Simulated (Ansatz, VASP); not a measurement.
# Co in VASP and in Ansatz

The input INCAR:

```
ALGO = Fast ; EDIFF = 1E-6
ENCUT = 520 ; GGA = PE
ISIF = 2 ; ISMEAR = 0
ISPIN = 2 ; LASPH = True
LCHARG = False ; LMAXMIX = 4
LORBIT = 11 ; LREAL = False
LWAVE = False ; MAGMOM = 1.84 1.84
NBANDS = 20 ; NELM = 150
PREC = Accurate ; SIGMA = 0.15
```

The input KPOINTS:

```
k-points
0
Gamma
  30 30 16
```

POSCAR

```
Co
1.0
    2.4143131626      0.0000000000      0.0000000000
   -1.2071565813      2.0908565315      0.0000000000
    0.0000000000      0.0000000000      4.2979863053
Co
2
Direct
    0.3333333333      0.6666666667      0.2500000000
    0.6666666667      0.3333333333      0.7500000000
```

Input for Ansatz:

```yaml
crystal:
  lattice:
    - [2.4143131399, 0.0, 0.0]
    - [-1.2071565699, 2.0908565118, 0.0]
    - [0.0, 0.0, 4.2979864191]
  atoms:
    - { symbol: Co, position: [0.3333333333, 0.6666666667, 0.25], spin: 1.84 }
    - { symbol: Co, position: [0.6666666667, 0.3333333333, 0.75], spin: 1.84 }
basis:
  ecutwfc: 420
kpoints:
  mp_grid: { grid: [30, 30, 16] }
hamiltonian:
  xc: pbe
scf:
  occupations: { method: gaussian, width: 0.15 }
output:
  forces: true
  stress: true
  eigenvalues: true
  populations: true
magnetization:
  spin_polarized: true
```

Alike in both runs: task single point; functional PBE; k mesh 30 × 30 × 16; occupations gaussian, width 0.15 eV; collinear spin.

|  | VASP | Ansatz |
| --- | --- | --- |
| version | VASP 6.6.1 | Ansatz 0.2.0 |
| potentials or method | VASP PAW PBE potentials, release 64 (Co), cutoff 520 eV | scalar-relativistic, plane waves, PAW |
| valence electrons in the cell | 18 | 34 |

|  | VASP | Ansatz | Ansatz less VASP |
| --- | --- | --- | --- |
| gap on the k mesh at the Fermi level (eV) | none | none | - |
| pressure (GPa) | 2.1 | 2.9 | +0.82 |
| traceless stress, the component that is largest in VASP (GPa) | -18.36 | -18.81 | -0.453 |
| net moment per atom (μB) | 1.63 | 1.64 | +0.009 |
| size of the moment on the site where the two differ most (μB) | 1.65 | 1.71 | +0.064 |

Site moments also hang on the region over which each program counts them. A gap of «none» marks a metal or a gap that the smearing closes. The functional is the same, so the differences come from potentials, cutoffs and numerics. VASP's potentials hold 18 valence electrons a cell and Ansatz's 34, so a difference there can come from the potentials and not from the codes.
